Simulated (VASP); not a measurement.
# Y: single point with r2SCAN

Y:

```
CELL_PARAMETERS angstrom
0.00000 2.38560 2.68380
2.38560 0.00000 2.68380
2.38560 2.38560 0.00000
ATOMIC_POSITIONS crystal
Y 0.00000 0.00000 0.00000
```

This cell differs from its parent crystal: strain -0.040 along x and y, +0.080 along z.

* Program: VASP 6.6.1
* Task: single point
* Functional: r2SCAN
* Potentials or basis: VASP PAW PBE potentials, release 64 (Y_sv)
* Cutoff: 520 eV
* k mesh: 16 × 16 × 16
* Occupations: gaussian, width 0.15 eV
* Spin: no spin polarisation
* Dipole correction: no
* Further INCAR settings: ALGO = Normal; EDIFF = 1e-07; NBANDS = 12

The pressure is 3.5 GPa and the band gap on the k mesh is zero (an odd number of electrons rules out a gap without spin polarisation).

Stress tensor (GPa, compression positive):
```
4.32 0.00 0.00
0.00 4.32 0.00
0.00 0.00 1.88
```

Levels at points of the mesh, in eV from the Fermi level:
| k point | band 2 | band 3 | band 4 | band 5 | band 6 | band 7 | band 8 | band 9 |
| --- | --- | --- | --- | --- | --- | --- | --- | --- |
| (0.00, 0.00, 0.00) | -23.04 | -23.04 | -23.02 | -5.07 | 1.50 | 2.52 | 2.52 | 3.51 |
| (0.50, 0.00, 0.00) | -23.78 | -23.16 | -23.07 | -2.08 | 0.68 | 1.39 | 2.48 | 5.70 |
| (0.50, 0.50, 0.00) | -23.67 | -23.21 | -23.21 | -2.00 | -0.70 | 1.30 | 6.11 | 6.39 |
| (0.50, 0.00, 0.50) | -23.74 | -23.43 | -23.21 | -1.97 | -1.02 | 2.93 | 5.75 | 5.75 |

It took 4.9 min on 1 thread of Intel(R) Xeon(R) 6975P-C (Granite Rapids) (shared host), peak memory 0.29 GiB.

Caveat: the cell differs from its parent crystal (strain -0.040 along x and y, +0.080 along z); the cell stands under pressure; the PAW data sets were made with another functional, which shifts forces and pressure a little.
